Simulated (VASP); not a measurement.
Write the native input for VASP 6.6.1 that does the following.

| Property | Result |
| --- | --- |
| Task | relaxation of cell and atoms |
| Functional | PBE |
| Potentials or basis | VASP PAW PBE potentials, release 64 (In_d, Ga_d, Sb, N) |
| Cutoff | 600 eV |
| k mesh | 6 × 6 × 2 |
| Occupations | gaussian, width 0.1 eV |
| Spin | no spin polarisation |
| Dipole correction | no |
| Further INCAR settings | ALGO = Normal; EDIFF = 1e-07; IBRION = 2; EDIFFG = -0.04; NSW = 90; ISIF = 3 |

The structure of In3GaSbN lies in POSCAR:

```
In3GaSbN
1.0
    4.4764831000      0.0000000000      0.0000000000
   -2.2382415500      3.8767480900      0.0000000000
    0.0000000000      0.0000000000      8.4284537700
In Ga Sb N
3 1 1 1
Direct
    0.6666666700      0.3333333300      0.2581529600
    0.6666666700      0.3333333300      0.7418470400
    0.6666666700      0.3333333300      0.0000000000
    0.6666666700      0.3333333300      0.5000000000
    0.0000000000      0.0000000000      0.0000000000
    0.3333333300      0.6666666700      0.0000000000
```

The cell was built from a structure type or drawn by symmetry, and may not be a known phase.

One way to write it, as run:

INCAR

```
  ALGO = Normal
  EDIFF = 1E-7
  EDIFFG = -0.04
  ENCUT = 600
  GGA = PE
  IBRION = 2
  ISIF = 3
  ISMEAR = 0
  LASPH = True
  LCHARG = False
  LREAL = False
  LWAVE = False
  NELM = 80
  NSW = 90
  PREC = Accurate
  SIGMA = 0.1
```

KPOINTS

```
k-points
0
Gamma
  6 6 2
```

Potentials or basis: VASP PAW PBE potentials, release 64 (In_d, Ga_d, Sb, N).

Launch:

```bash
$ cat potpaw_PBE.64/In_d/POTCAR potpaw_PBE.64/Ga_d/POTCAR potpaw_PBE.64/Sb/POTCAR potpaw_PBE.64/N/POTCAR > POTCAR
$ mpirun -np 1 vasp_std > vasp.out
```

It gave:

```json
{
  "Relaxed volume": "36.49 Å³/atom",
  "Relaxed cell": "a = 4.724 Å, b = 4.724 Å, c = 11.330 Å, α = 90.00°, β = 90.00°, γ = 120.00°",
  "Space group after relaxing (to 0.1 Å)": "P-6m2 (No. 187)",
  "Energy gained by relaxing": "1545.9 meV/atom",
  "Ionic steps": "10",
  "Pressure after relaxing": "-0.1 GPa",
  "Largest force after relaxing": "0.024 eV/Å",
  "Band gap on the k mesh": "zero (bands 31 and 32 overlap by 0.69 eV)"
}
```

Caveat: the k points lie up to 0.28 Å⁻¹ apart in the final cell, too coarse for converged energies and pressures of a metal; the volume moved by over 15 % at a fixed basis, so the end points are rough; semilocal functionals underestimate gaps, so a narrow gap can read as zero; spin-orbit coupling is left out, which moves the levels of the heavy elements.

It took 8.4 min on 1 thread of Intel(R) Xeon(R) 6975P-C (Granite Rapids) (shared host), peak memory 0.37 GiB.
